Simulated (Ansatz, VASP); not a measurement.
**NaFeN in VASP and in Ansatz**

File POSCAR:

```
NaFeN
1.0
    3.0032955266      0.0000000000      0.0000000000
   -1.5016477633      2.6009302211      0.0000000000
    0.0000000000      0.0000000000      9.8290909253
Na Fe N
2 2 2
Direct
    0.6666666667      0.3333333333      0.7608134568
    0.3333333333      0.6666666667      0.2608134568
    0.0000000000      0.0000000000      0.5182365476
    0.0000000000      0.0000000000      0.0182365476
    0.3333333333      0.6666666667      0.5655899956
    0.6666666667      0.3333333333      0.0655899956
```

Contents of INCAR.step1:

```
SYSTEM = NaFeN
PREC     = Accurate       ! precision mode
ENCUT    = 520            ! plane-wave cutoff, eV
ISMEAR   = 0              ! smearing method
SIGMA    = 0.01           ! smearing width, eV
LREAL    = .FALSE.        ! projectors in reciprocal space
LASPH    = .TRUE.         ! aspherical terms in the spheres
NELM     = 60             ! most SCF steps
NBANDS   = 29             ! bands
GGA      = PE             ! functional
ALGO     = Normal         ! electronic algorithm
EDIFF    = 1E-4           ! SCF threshold, eV
LWAVE    = .TRUE.         ! write WAVECAR
LCHARG   = .FALSE.        ! write CHGCAR
```

File INCAR.step2:

```
SYSTEM = NaFeN
PREC     = Accurate       ! precision mode
ENCUT    = 520            ! plane-wave cutoff, eV
EDIFF    = 1E-6           ! SCF threshold, eV
ISMEAR   = 0              ! smearing method
SIGMA    = 0.01           ! smearing width, eV
LREAL    = .FALSE.        ! projectors in reciprocal space
LASPH    = .TRUE.         ! aspherical terms in the spheres
NELM     = 60             ! most SCF steps
ALGO     = Normal         ! electronic algorithm
ISIF     = 2              ! what is computed and relaxed
LWAVE    = .FALSE.        ! write WAVECAR
LCHARG   = .TRUE.         ! write CHGCAR
METAGGA  = R2SCAN         ! meta-GGA
LMIXTAU  = .TRUE.       
LELF     = .TRUE.         ! ELF
LVHAR    = .TRUE.       
NBANDS   = 29             ! bands
ISTART   = 1
```

Contents of KPOINTS:

```
Automatic mesh
0
G
  9 9 2
  0 0 0
```

Input for Ansatz:

```yaml
crystal:
  lattice:
    - [3.0032955266, 0.0, 0.0]
    - [-1.5016477633, 2.6009302211, 0.0]
    - [0.0, 0.0, 9.8290909253]
  atoms:
    - { symbol: Na, position: [0.6666666667, 0.3333333333, 0.7608134568] }
    - { symbol: Na, position: [0.3333333333, 0.6666666667, 0.2608134568] }
    - { symbol: Fe, position: [0.0, 0.0, 0.5182365476] }
    - { symbol: Fe, position: [0.0, 0.0, 0.0182365476] }
    - { symbol: "N", position: [0.3333333333, 0.6666666667, 0.5655899956] }
    - { symbol: "N", position: [0.6666666667, 0.3333333333, 0.0655899956] }
kpoints:
  mp_grid: { grid: [9, 9, 2] }
hamiltonian:
  xc: r2scan
scf:
  occupations: { method: fixed }
  n_extra_bands: 5
output:
  forces: true
  stress: true
  eigenvalues: true
```

Alike in both runs: task single point; functional r2SCAN; k mesh 9 × 9 × 2; no spin polarisation.

|  | VASP | Ansatz |
| --- | --- | --- |
| version | VASP 6.6.1 | Ansatz 0.2.0 |
| potentials or method | VASP PAW PBE potentials, release 64 (Na_pv, Fe, N) | plane waves, PAW |
| plane-wave cutoff (eV) | 520 | 500 |
| occupations | gaussian, width 0.01 eV | fixed |
| valence electrons in the cell | 40 | 60 |

```tsv
	VASP	Ansatz	Ansatz less VASP
gap on the k mesh at the Fermi level (eV)	0.54	0.56	+0.018
pressure (GPa)	-2.9	-3.9	-1.04
traceless stress, the component that is largest in VASP (GPa)	0.51	1.74	+1.224
rms of the force components (eV/Å)	0.053	0.122	+0.0696
```

VASP's potentials were made for PBE, not for r2SCAN. Atom by atom the forces differ by 0.070 eV/Å (rms over components). VASP's potentials hold 40 valence electrons a cell and Ansatz's 60, so a difference there can come from the potentials and not from the codes.
